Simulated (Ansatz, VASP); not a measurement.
**InAs: VASP beside Ansatz**

File INCAR:

```
SYSTEM = InAs
PREC = Accurate
ENCUT = 500
EDIFF = 1E-6
ISMEAR = 0
SIGMA = 0.1
LREAL = .FALSE.
LASPH = .TRUE.
NELM = 120
ALGO = Normal
ISIF = 2
LWAVE = .FALSE.
LCHARG = .FALSE.
GGA = PE
NBANDS = 16
GGA_COMPAT = .FALSE.
```

File KPOINTS:

```
Automatic mesh
0
G
  12 12 12
  0 0 0
```

The input POSCAR:

```
InAs
1.0
    0.0000000000      3.0932871656      3.0932871656
    3.0932871656      0.0000000000      3.0932871656
    3.0932871656      3.0932871656      0.0000000000
In As
1 1
Direct
    0.0000000000      0.0000000000      0.0000000000
    0.2500000000      0.2500000000      0.2500000000
```

Input for Ansatz:

```yaml
crystal:
  lattice:
    - [0.0, 3.0932871656, 3.0932871656]
    - [3.0932871656, 0.0, 3.0932871656]
    - [3.0932871656, 3.0932871656, 0.0]
  atoms:
    - { symbol: In, position: [0.0, 0.0, 0.0] }
    - { symbol: As, position: [0.25, 0.25, 0.25] }
basis:
  ecutwfc: 420
kpoints:
  mp_grid: { grid: [12, 12, 12] }
  band_path:
    path:
      - [[0.0, 0.0, 0.0], [-0.5, -0.5, 0.0], [-0.375, -0.375, 0.25]]
      - [[-0.375, 0.0, 0.375], [0.0, 0.0, 0.0], [0.0, 0.0, 0.5], [-0.5, -0.25, 0.25], [-0.5, -0.5, 0.0]]
    npoints: 10
hamiltonian:
  xc: pbe
  pseudopotentials: { kind: paw, azcp: { folder: soft_1 } }
scf:
  occupations: { method: gaussian, width: 0.1 }
  n_extra_bands: 7
output:
  forces: true
  stress: true
  eigenvalues: true
  dos: { projected: false, de: 0.02, nscf_kmesh: { grid: [18, 18, 18] } }
  write_density: true
  write_potential: true
  elf: true
  volumetric_format: npy
```

Alike in both runs: task single point; functional PBE; k mesh 12 × 12 × 12; occupations gaussian, width 0.1 eV; no spin polarisation.

|  | VASP | Ansatz |
| --- | --- | --- |
| version | VASP 6.6.1 | Ansatz 0.2.0 |
| potentials or method | VASP PAW PBE potentials, release 64 (In_d, As), cutoff 500 eV | scalar-relativistic, plane waves, PAW |
| valence electrons in the cell | 18 | 28 |

```tsv
	VASP	Ansatz	Ansatz less VASP
gap on the k mesh at the Fermi level (eV)	none	none	-
pressure (GPa)	0.0	0.0	-0.04
```

A gap of «none» marks a metal or a gap that the smearing closes. VASP's potentials hold 18 valence electrons a cell and Ansatz's 28, so a difference there can come from the potentials and not from the codes.
